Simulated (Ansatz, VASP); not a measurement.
**ZnTe2O3 in VASP and in Ansatz**

```
CELL_PARAMETERS angstrom
2.69573 1.55638 4.34488
-2.69573 1.55638 4.34488
0.00000 -3.11276 4.34488
ATOMIC_POSITIONS crystal
Zn 0.00000 0.00000 0.00000
Te 0.62571 0.62571 0.62571
Te 0.37429 0.37429 0.37429
O 0.00000 0.50000 0.00000
O 0.50000 0.00000 0.00000
O 0.00000 0.00000 0.50000
```

Change from the starting cell: species swapped into the Ce2Al3Fe type (R-3m, No. 166).

Alike in both runs: task relaxation of cell and atoms; functional PBE; k mesh 6 × 6 × 6; occupations gaussian, width 0.1 eV; no spin polarisation.

|  | VASP | Ansatz |
| --- | --- | --- |
| version | VASP 6.6.1 | Ansatz 0.2.0 |
| potentials or method | VASP PAW PBE potentials, release 64 (Zn, Te, O), cutoff 600 eV | scalar-relativistic, plane waves, PAW |
| valence electrons in the cell | 42 | 62 |

Ansatz gave:

| Item | Value |
| --- | --- |
| gap on the k mesh at the Fermi level, each at its own relaxed structure (eV) | none |
| relaxed volume (Å³/atom) | 14.85 |
| relaxed length of the cell vector where the two differ most in proportion (Å) | 4.540 |

**Question.** Which values does VASP return?

**Answer.** gap on the k mesh at the Fermi level, each at its own relaxed structure (eV): none; relaxed volume (Å³/atom): 14.89; relaxed length of the cell vector where the two differ most in proportion (Å): 4.541.

A gap of «none» marks a metal or a gap that the smearing closes. VASP's potentials hold 42 valence electrons a cell and Ansatz's 62, so a difference there can come from the potentials and not from the codes.

Spin-orbit coupling is off throughout. Noted on VASP's run: the volume moved by over 15 % at a fixed basis, so the end points are rough.
